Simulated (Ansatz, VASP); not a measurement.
**Two plane-wave programs on Hf**

POSCAR

```
Hf
1.0
    3.1987335297      0.0000000000      0.0000000000
   -1.5993667648      2.7701844966      0.0000000000
    0.0000000000      0.0000000000      5.0505021987
Hf
2
Direct
    0.3333333333      0.6666666667      0.2500000000
    0.6666666667      0.3333333333      0.7500000000
```

File INCAR.step1:

```
PREC = Accurate
ENCUT = 520
ISMEAR = -1
SIGMA = 0.1
LREAL = F
LASPH = T
NELM = 60
NBANDS = 17
GGA = PE
ALGO = Normal
EDIFF = 1E-4
LWAVE = T
LCHARG = F
```

INCAR.step2

```
PREC = Accurate
ENCUT = 520
EDIFF = 1E-6
ISMEAR = -1
SIGMA = 0.1
LREAL = F
LASPH = T
NELM = 60
ALGO = Normal
ISIF = 2
LWAVE = F
LCHARG = F
METAGGA = R2SCAN
LMIXTAU = T
NBANDS = 17
ISTART = 1
```

Contents of KPOINTS:

```
Automatic mesh
0
Gamma
  11 11 6
```

Input for Ansatz:

```yaml
crystal:
  lattice:
    - [3.1987335297, 0.0, 0.0]
    - [-1.5993667648, 2.7701844966, 0.0]
    - [0.0, 0.0, 5.0505021987]
  atoms:
    - { symbol: Hf, position: [0.3333333333, 0.6666666667, 0.25] }
    - { symbol: Hf, position: [0.6666666667, 0.3333333333, 0.75] }
hamiltonian:
  xc: r2scan
  pseudopotentials:
    kind: paw
    azcp:
      Hf: "pseudopotentials/Hf.paw.azcp"
basis:
  ecutwfc: 500
  fft_grid_basis: typed
kpoints:
  mp_grid: { grid: [11, 11, 6], shift: [0, 0, 0] }
magnetization:
  spin_polarized: false
scf:
  occupations: { method: fermi_dirac, width: 0.1 }
  lower_state_search: "off"
output:
  stress: true
```

Alike in both runs: task single point; functional r2SCAN; k mesh 11 × 11 × 6; occupations fermi-dirac, width 0.1 eV; no spin polarisation.

|  | VASP | Ansatz |
| --- | --- | --- |
| version | VASP 6.6.1 | Ansatz 0.2.0 |
| potentials or method | VASP PAW PBE potentials, release 64 (Hf_pv), cutoff 520 eV | plane waves (500 eV) with PAW, scalar-relativistic |
| valence electrons in the cell | 20 | 52 |

|  | VASP | Ansatz | Ansatz less VASP |
| --- | --- | --- | --- |
| pressure (GPa) | -0.6 | 0.0 | +0.58 |
| traceless stress, the component that is largest in VASP (GPa) | -0.10 | 0.00 | +0.097 |

VASP's potentials were made for PBE, not for r2SCAN. The functional is the same, so the differences come from potentials, cutoffs and numerics. VASP's potentials hold 20 valence electrons a cell and Ansatz's 52, so a difference there can come from the potentials and not from the codes.

Neither program's run includes spin-orbit coupling.
